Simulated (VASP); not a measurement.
# WC (P-6m2) in VASP: notebook

WC is run at these levels: PBE; tasks: single point.

All numbers are computed with VASP 6.6.1; they aren't measurements. Logs are shortened: lines on timing, memory, paths and dates and some standing lists are left out, and cuts for length are marked.

## (1) The cell of the first run

It takes space group P-6m2 (No. 187, hexagonal). The conventional cell has a = 2.907 Å, b = 2.907 Å, c = 2.837 Å, α = 90.00°, β = 90.00°, γ = 120.00°. Within 3.0 Å of W (site symmetry -6m2) lie 6 C at 2.20 Å and 8 W at 2.84 to 2.91 Å. Within 3.0 Å of C (site symmetry -6m2) lie 6 W at 2.20 Å and 8 C at 2.84 to 2.91 Å.

## (2) Single point, PBE

File INCAR:

```
SYSTEM = WC
PREC     = Accurate       ! precision mode
ENCUT    = 600            ! plane-wave cutoff, eV
EDIFF    = 1E-6           ! SCF threshold, eV
ISMEAR   = 1              ! smearing method
SIGMA    = 0.3            ! smearing width, eV
LREAL    = .FALSE.        ! projectors in reciprocal space
LASPH    = .TRUE.         ! aspherical terms in the spheres
NELM     = 120            ! most SCF steps
ALGO     = Normal         ! electronic algorithm
ISIF     = 2              ! what is computed and relaxed
LWAVE    = .FALSE.        ! write WAVECAR
LCHARG   = .FALSE.        ! write CHGCAR
GGA      = PE             ! functional
NBANDS   = 16             ! bands
GGA_COMPAT= .FALSE.
```

File KPOINTS:

```
regular mesh
0
G
  13 13 12
  0 0 0
```

File POSCAR:

```
WC
1.0
    2.9065000000      0.0000000000      0.0000000000
   -1.4532500000      2.5171028361      0.0000000000
    0.0000000000      0.0000000000      2.8366000000
W C
1 1
Direct
    0.0000000000      0.0000000000      0.0000000000
    0.6666666667      0.3333333333      0.5000000000
```

Potentials or basis: VASP PAW PBE potentials, release 64 (W_sv, C).

Launch:

```bash
> cat potpaw_PBE.64/W_sv/POTCAR potpaw_PBE.64/C/POTCAR > POTCAR
> mpirun -np 1 vasp_std > vasp.out
```

OUTCAR:

```text
SYSTEM = WC
   PREC = Accurate
   ENCUT = 600
   EDIFF = 1E-6
   ISMEAR = 1
   LREAL = .FALSE.
   LASPH = .TRUE.
   NELM = 120
   ISIF = 2
   GGA = PE

 ion  position               nearest neighbor table
   1  0.000  0.000  0.000-   2 2.20   2 2.20   2 2.20   2 2.20   2 2.20   2 2.20
   2  0.667  0.333  0.500-   1 2.20   1 2.20   1 2.20   1 2.20   1 2.20   1 2.20

  LATTYP: Found a hexagonal cell.
 ALAT       =     2.9065000000
 C/A-ratio  =     0.9759504559

  Lattice vectors:

 A1 = (   2.9065000000,   0.0000000000,   0.0000000000)
 A2 = (  -1.4532500000,   2.5171028361,   0.0000000000)
 A3 = (   0.0000000000,   0.0000000000,   2.8366000000)

Analysis of symmetry for initial positions (statically):
=====================================================================
 Subroutine PRICEL returns:
 Original cell was already a primitive cell.

 Routine SETGRP: Setting up the symmetry group for a
 hexagonal supercell.

 Subroutine GETGRP returns: Found 12 space group operations
 (whereof 12 operations were pure point group operations)
 out of a pool of 24 trial point group operations.

The static configuration has the point symmetry D_3h.

Analysis of symmetry for dynamics (positions and initial velocities):
=====================================================================
 Subroutine PRICEL returns:
 Original cell was already a primitive cell.

 Routine SETGRP: Setting up the symmetry group for a
 hexagonal supercell.

 Subroutine GETGRP returns: Found 12 space group operations
 (whereof 12 operations were pure point group operations)
 out of a pool of 24 trial point group operations.

The dynamic configuration has the point symmetry D_3h.

 Subroutine INISYM returns: Found 12 space group operations
 (whereof 12 operations are pure point group operations),
 and found     1 'primitive' translations

----------------------------------------------------------------------------------------

                                     Primitive cell

  volume of cell :      20.7525

  direct lattice vectors                    reciprocal lattice vectors
     2.906500000  0.000000000  0.000000000     0.344056425  0.198641070  0.000000000
    -1.453250000  2.517102836  0.000000000     0.000000000  0.397282139  0.000000000
     0.000000000  0.000000000  2.836600000     0.000000000  0.000000000  0.352534725

  length of vectors
     2.906500000  2.906500000  2.836600000     0.397282139  0.397282139  0.352534725

[... 80 lines left out ...]
   EDIFF  = 0.1E-05   stopping-criterion for ELM
   LREAL  =      F    real-space projection
   EDIFFG = 0.1E-04   stopping-criterion for IOM
   NSW    =      0    number of steps for IOM
   IBRION =     -1    ionic relax: 0-MD 1-quasi-New 2-CG
   NFREE  =      0    steps in history (QN), initial steepest desc. (CG)
   ISIF   =      2    stress and relaxation
   ISYM   =      2    0-nonsym 1-usesym 2-fastsym
   POTIM  = 0.5000    time-step for ionic-motion
   TEBEG  =    0.0;   TEEND  =   0.0 temperature during run
   PSTRESS=    0.0 pullay stress
   NELECT =      18.0000    total number of electrons
   NUPDOWN=      -1.0000    fix difference up-down
   EMIN   =  10.00;   EMAX   =-10.00  energy-range for DOS
   EFERMI =   0.00;   METHOD = LEGACY
   ISMEAR =     1;   SIGMA  =   0.30  broadening in eV -4-tet -1-fermi 0-gaus
   EFERMI_NEDOS =   21; number of points for ismear=-14 and -15
   IALGO  =     38    algorithm
   IMIX   =      4    mixing-type and parameters
     AMIX     =   0.40;   BMIX     =  1.00
     AMIX_MAG =   1.60;   BMIX_MAG =  1.00
  volume/ion in A,a.u.               =      10.38        70.02
  Fermi-wavevector in a.u.,A,eV,Ry     =   1.561262  2.950358 33.164744  2.437540
  Thomas-Fermi vector in A             =   2.664353
   LORBIT       =      0    0 simple, 1 ext, 2 COOP (PROOUT), +10 PAW based schemes
   GGA     = PE    functional components
   LHFCALC =     F    Hartree Fock is set to
   AEXX    =    0.0000 exact exchange contribution
   IVDW    =     0    specifies the selected vdW correction
   LEPSILON=     F    determine dielectric tensor
   LRPA    =     F    only Hartree local field effects (RPA)
 non-spin polarized calculation
 Methfessel and Paxton  Order N= 1 SIGMA  =   0.30
  energy-cutoff  :      600.00
  volume of cell :       20.75
 maximum number of plane-waves:       703
 NGX is ok and might be reduce to    24
   NGX = 11   NGY = 11   NGZ = 11

 number of electron      18.0000000 magnetization

 Free energy of the ion-electron system (eV)
  ---------------------------------------------------
  ext. energy  EPLUGINS =         0.00000000
  ---------------------------------------------------
  free energy    TOTEN  =       -22.44322440 eV

  energy without entropy =      -22.44406593  energy(sigma->0) =      -22.44350491

 E-fermi :  11.0642     XC(G=0): -13.7997

 val. band max:       11.0458201670   @ k =   0.4615   0.0769   0.4167
 cond. band min:      11.0912768616   @ k =   0.0769   0.0769   0.4167
 fundamental gap:      0.0454566946
 Fermi energy:        11.0641714228

 k-point     1 :       0.0000    0.0000    0.0000
  band No.  band energies     occupation
      1     -62.9248      2.00000
      2     -26.9038      2.00000
      3     -26.8045      2.00000
      4     -26.8045      2.00000
      5      -3.3715      2.00000
      6       6.7666      2.00000
[... 433 lines left out ...]
      3     -26.9302      2.00000
      4     -26.8416      2.00000
      5      -2.6183      2.00000
      6       6.5750      2.00000
[... 8 lines left out ...]
     15      24.6995      0.00000
     16      28.9603      0.00000

 [... further k-points ...]

------------------------ aborting loop because EDIFF is reached ----------------------------------------

  FORCE on cell =-STRESS in cart. coord.  units (eV):
  Direction    XX          YY          ZZ          XY          YZ          ZX
  --------------------------------------------------------------------------------------
  -------------------------------------------------------------------------------------
  Total        0.8582931      0.8582931      0.8402810     -0.0000000      0.0000000      0.0000000
  in kB       66.2638707     66.2638707     64.8732665     -0.0000000      0.0000000      0.0000000
  external PRESSURE =      65.8003360 kB  Pullay stress =       0.0000000 kB

 VOLUME and BASIS-vectors are now :
 -----------------------------------------------------------------------------
  energy-cutoff  :      600.00
  volume of cell :       20.75
      direct lattice vectors                 reciprocal lattice vectors
     2.906500000  0.000000000  0.000000000     0.344056425  0.198641070  0.000000000
    -1.453250000  2.517102836  0.000000000     0.000000000  0.397282139  0.000000000
     0.000000000  0.000000000  2.836600000     0.000000000  0.000000000  0.352534725

 POSITION                                       TOTAL-FORCE (eV/Angst)
 -----------------------------------------------------------------------------------
      0.00000      0.00000      0.00000         0.000000      0.000000      0.000000
      1.45325      0.83903      1.41830        -0.000000      0.000000      0.000000
 -----------------------------------------------------------------------------------
    total drift:                                0.000000     -0.000000      0.000000

  FREE ENERGIE OF THE ION-ELECTRON SYSTEM (eV)
  ---------------------------------------------------
  free  energy   TOTEN  =       -22.4432244050 eV

  energy  without entropy=      -22.4440659264  energy(sigma->0) =      -22.44350491
```

OSZICAR:

```text
N       E                     dE             d eps       ncg     rms          rms(c)
DAV:   1     0.120350908872E+03    0.12035E+03   -0.10199E+04  4712   0.138E+03
DAV:   2    -0.218907197821E+02   -0.14224E+03   -0.13733E+03  5608   0.360E+02
DAV:   3    -0.254961925963E+02   -0.36055E+01   -0.35888E+01  5272   0.536E+01
DAV:   4    -0.255163703967E+02   -0.20178E-01   -0.20177E-01  6104   0.448E+00
DAV:   5    -0.255165184106E+02   -0.14801E-03   -0.14801E-03  5168   0.371E-01    0.324E+01
DAV:   6    -0.225255881806E+02    0.29909E+01   -0.57635E+00  5688   0.258E+01    0.855E+00
DAV:   7    -0.224712408968E+02    0.54347E-01   -0.42334E-01  4904   0.503E+00    0.624E+00
DAV:   8    -0.224444234754E+02    0.26817E-01   -0.62549E-02  5296   0.216E+00    0.108E+00
DAV:   9    -0.224432837448E+02    0.11397E-02   -0.29399E-03  5264   0.427E-01    0.119E-01
DAV:  10    -0.224432261582E+02    0.57587E-04   -0.29695E-04  5632   0.196E-01    0.598E-02
DAV:  11    -0.224432252335E+02    0.92468E-06   -0.12070E-05  5392   0.321E-02    0.988E-03
DAV:  12    -0.224432244050E+02    0.82855E-06   -0.26858E-06  5072   0.151E-02
   1 F= -.22443224E+02 E0= -.22443505E+02  d E =0.841521E-03
```

Run time: 24 s. Hardware: 1 thread of Intel Xeon Platinum 8124M at 3.00GHz (Skylake/Cascade Lake), shared host; peak memory 0.19 GiB.

Results:

| Item | Value |
| --- | --- |
| Free energy | -22.4432 eV |
| Pressure | 6.6 GPa |
| Band gap on the k mesh | zero (bands 9 and 10 overlap by 1.27 eV) |

Levels at points of the mesh, in eV from the Fermi level:
```csv
k point,band 6,band 7,band 8,band 9,band 10,band 11,band 12,band 13
"(0.00, 0.00, 0.00)",-4.30,-3.32,-3.32,0.10,3.25,3.25,5.64,5.64
"(0.00, 0.00, 0.50)",-8.64,-2.00,-2.00,-0.57,-0.57,3.68,4.54,4.54
```

Caveat: the cell stands under pressure; so wide a smearing shifts energies and pressures; spin-orbit coupling is left out, which moves the levels of the heavy elements.

## (3) Single point, PBE

File INCAR:

```
PREC = Accurate
ENCUT = 600
EDIFF = 1E-6
ISMEAR = 1
SIGMA = 0.2
LREAL = F
LASPH = T
NELM = 120
ALGO = Normal
ISIF = 2
LWAVE = F
LCHARG = T
GGA = PE
LELF = T
LVHAR = T
NBANDS = 16
GGA_COMPAT = F
```

File KPOINTS:

```
Automatic mesh
0
Gamma
  13 13 12
```

POSCAR is that of step 2.

Potentials or basis: VASP PAW PBE potentials, release 64 (W_sv, C).

Launch:

```bash
> cat potpaw_PBE.64/W_sv/POTCAR potpaw_PBE.64/C/POTCAR > POTCAR
> mpirun -np 1 vasp_std > vasp.out
```

It took 25 s on 1 thread of Intel Xeon Platinum 8124M at 3.00GHz (Skylake/Cascade Lake), shared host; peak memory 0.18 GiB.

It converged, with:

| Property | Result |
| --- | --- |
| Free energy | -22.4432 eV |
| Pressure | 6.6 GPa |
| Band gap on the k mesh | zero (bands 9 and 10 overlap by 1.27 eV) |

Stress tensor (GPa, compression positive):
```
6.69 0.00 0.00
0.00 6.69 0.00
0.00 0.00 6.35
```

Levels at points of the mesh, in eV from the Fermi level:
| k point | band 6 | band 7 | band 8 | band 9 | band 10 | band 11 | band 12 | band 13 |
| --- | --- | --- | --- | --- | --- | --- | --- | --- |
| (0.00, 0.00, 0.00) | -4.32 | -3.34 | -3.34 | 0.08 | 3.23 | 3.23 | 5.62 | 5.62 |
| (0.00, 0.00, 0.50) | -8.66 | -2.02 | -2.02 | -0.59 | -0.59 | 3.66 | 4.52 | 4.52 |

Caveat: the cell stands under pressure; spin-orbit coupling is left out, which moves the levels of the heavy elements.

## (4) Single point, PBE

File INCAR:

```
SYSTEM = WC
  PREC = Accurate
  ENCUT = 600
  EDIFF = 1E-6
  ISMEAR = 1
  SIGMA = 0.1
  LREAL = .FALSE.
  LASPH = .TRUE.
  NELM = 120
  ALGO = Normal
  ISIF = 2
  LWAVE = .FALSE.
  LCHARG = .TRUE.
  GGA = PE
  LELF = .TRUE.
  LVHAR = .TRUE.
  NBANDS = 16
  GGA_COMPAT = .FALSE.
```

File KPOINTS:

```
regular mesh
0
G
  13 13 12
  0 0 0
```

POSCAR is that of step 3.

Launch:

```bash
> cat potpaw_PBE.64/W_sv/POTCAR potpaw_PBE.64/C/POTCAR > POTCAR
> mpirun -np 1 vasp_std > vasp.out
```

Run time: 24 s. Hardware: 1 thread of Intel Xeon Platinum 8124M at 3.00GHz (Skylake/Cascade Lake), shared host; peak memory 0.18 GiB.

It converged, with:

```yaml
Free_energy: -22.4427 eV
Pressure: 6.5 GPa
Band_gap_on_the_k_mesh: zero (bands 9 and 10 overlap by 1.27 eV)
```

Stress tensor (GPa, compression positive):
```
6.75 0.00 0.00
0.00 6.75 0.00
0.00 0.00 6.13
```

Levels at points of the mesh, in eV from the Fermi level:
| k point | band 5 | band 6 | band 7 | band 8 | band 9 | band 10 | band 11 | band 12 | band 13 | band 14 |
| --- | --- | --- | --- | --- | --- | --- | --- | --- | --- | --- |
| (0.00, 0.00, 0.00) | -14.46 | -4.32 | -3.34 | -3.34 | 0.08 | 3.23 | 3.23 | 5.62 | 5.62 | 6.38 |
| (0.00, 0.00, 0.50) | -10.43 | -8.66 | -2.02 | -2.02 | -0.59 | -0.59 | 3.66 | 4.52 | 4.52 | 9.96 |

Caveat: the cell stands under pressure; spin-orbit coupling is left out, which moves the levels of the heavy elements.

## (5) Single point, PBE

File INCAR:

```
PREC = Accurate
ENCUT = 600
EDIFF = 1E-6
ISMEAR = 1
SIGMA = 0.05
LREAL = False
LASPH = True
NELM = 120
ALGO = Normal
ISIF = 2
LWAVE = False
LCHARG = False
GGA = PE
NBANDS = 16
GGA_COMPAT = False
```

File KPOINTS:

```
Automatic mesh
0
Gamma
  13 13 12
```

POSCAR is that of step 4.

Launch:

```bash
> cat potpaw_PBE.64/W_sv/POTCAR potpaw_PBE.64/C/POTCAR > POTCAR
> mpirun -np 1 vasp_std > vasp.out
```

Run time: 22 s. Hardware: 1 thread of Intel Xeon Platinum 8124M at 3.00GHz (Skylake/Cascade Lake), shared host; peak memory 0.18 GiB.

The run converged. Its results:

```yaml
Free_energy: -22.4426 eV
Pressure: 6.5 GPa
Band_gap_on_the_k_mesh: zero (bands 9 and 10 overlap by 1.27 eV)
```

Stress tensor (GPa, compression positive):
```
6.78 0.00 0.00
0.00 6.78 0.00
0.00 0.00 6.02
```

Levels at points of the mesh, in eV from the Fermi level:
```csv
k point,band 7,band 8,band 9,band 10,band 11,band 12
"(0.00, 0.00, 0.00)",-3.34,-3.34,0.08,3.23,3.23,5.62
"(0.00, 0.00, 0.50)",-2.02,-2.02,-0.59,-0.59,3.67,4.52
```

Caveat: the cell stands under pressure; spin-orbit coupling is left out, which moves the levels of the heavy elements.

## (6) Overview

| smearing | gap on the mesh (eV) | pressure (GPa) |
| --- | --- | --- |
| methfessel-paxton 0.3 eV | none | 6.6 |
| methfessel-paxton 0.2 eV | none | 6.6 |
| methfessel-paxton 0.1 eV | none | 6.5 |
| methfessel-paxton 0.05 eV | none | 6.5 |

Alike in all rows: task single point; level PBE; potentials or basis VASP PAW PBE potentials, release 64 (W_sv, C); no spin polarisation; cell as given; k mesh 13 × 13 × 12; cutoff (eV) 600.

Caveats: the cell stands under pressure; spin-orbit coupling is left out, which moves the levels of the heavy elements; so wide a smearing shifts energies and pressures (at least some runs).

Absolute energies hang on the potentials; compare differences alone.
